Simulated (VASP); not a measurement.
The system is Li2S3.

```
Li S
1.0
     4.60272    0.00000    0.00000
    -2.30136    3.98607    0.00000
     0.00000    0.00000    6.00433
Li S
2 3
Direct
  0.66667 0.33333 0.90374
  0.33333 0.66667 0.90374
  0.74955 0.00000 0.33333
  0.25045 0.25045 0.33333
  0.00000 0.74955 0.33333
```

The cell was generated, and may not be a known phase.

* Program: VASP 6.6.1
* Task: relaxation of cell and atoms
* Functional: PBE
* Potentials or basis: VASP PAW PBE potentials, release 64 (Li_sv, S)
* Cutoff: 600 eV
* k mesh: 6 × 6 × 4
* Occupations: gaussian, width 0.1 eV
* Spin: no spin polarisation

At the start: pressure 7.0 GPa; volume 22.03 Å³/atom.

Task: Where does the relaxation end?

Result: Over 19 steps the energy falls by 828.5 meV/atom and the volume is 16.20 Å³/atom (-26.5 %); space group P31m (No. 157, to 0.1 Å) before, P-62m (No. 189, to 0.1 Å).

Step by step:
| step | energy change (eV) | largest force (eV/Å) | pressure (GPa) | volume (Å³) |
| --- | --- | --- | --- | --- |
| 1 | 0.0000 | 4.4315 | 7.04 | 110.16 |
| 2 | -1.0058 | 0.9731 | -5.96 | 125.72 |
| 3 | -1.0692 | 0.5925 | -3.54 | 119.60 |
| 4 | -1.0735 | 0.6963 | -4.44 | 121.32 |
| 5 | -2.0254 | 0.5994 | -4.78 | 113.39 |
| 6 | -3.0477 | 0.4876 | -4.79 | 104.20 |
| 7 | -3.1519 | 1.5832 | 0.69 | 83.89 |
| 8 | -3.5663 | 0.8877 | -3.91 | 94.64 |
| 9 | -3.5774 | 0.9469 | -3.68 | 93.66 |
| 10 | -3.8557 | 0.6719 | -0.04 | 85.03 |
| 11 | -3.8762 | 0.7057 | 1.80 | 82.23 |
| 12 | -4.0199 | 0.4799 | 1.33 | 81.44 |
| 13 | -4.0619 | 0.6980 | 1.75 | 80.18 |
| 14 | -4.0714 | 0.6120 | 1.50 | 80.57 |
| 15 | -4.1061 | 0.2126 | -1.63 | 83.54 |
| 16 | -4.1152 | 0.1497 | -0.74 | 82.56 |
| 17 | -4.1390 | 0.0689 | -0.41 | 81.86 |
| 18 | -4.1417 | 0.0320 | -0.23 | 81.53 |
| 19 | -4.1426 | 0.0189 | 0.04 | 81.01 |

Final structure:
```
Li S
1.0
     4.95661    0.00000    0.00000
    -2.47831    4.29255    0.00000
     0.00000    0.00000    3.80764
Li S
2 3
Direct
  0.66667 0.33333 0.86278
  0.33333 0.66667 0.86278
  0.71735 0.00000 0.36064
  0.28265 0.28265 0.36064
  0.00000 0.71735 0.36064
```

Caveat: the cutoff is under 1.25 times the usual one of these potentials, so pressure, stress and relaxed cells hold a basis-set (Pulay) error; the volume moved by over 15 % at a fixed basis, so the end points are rough.
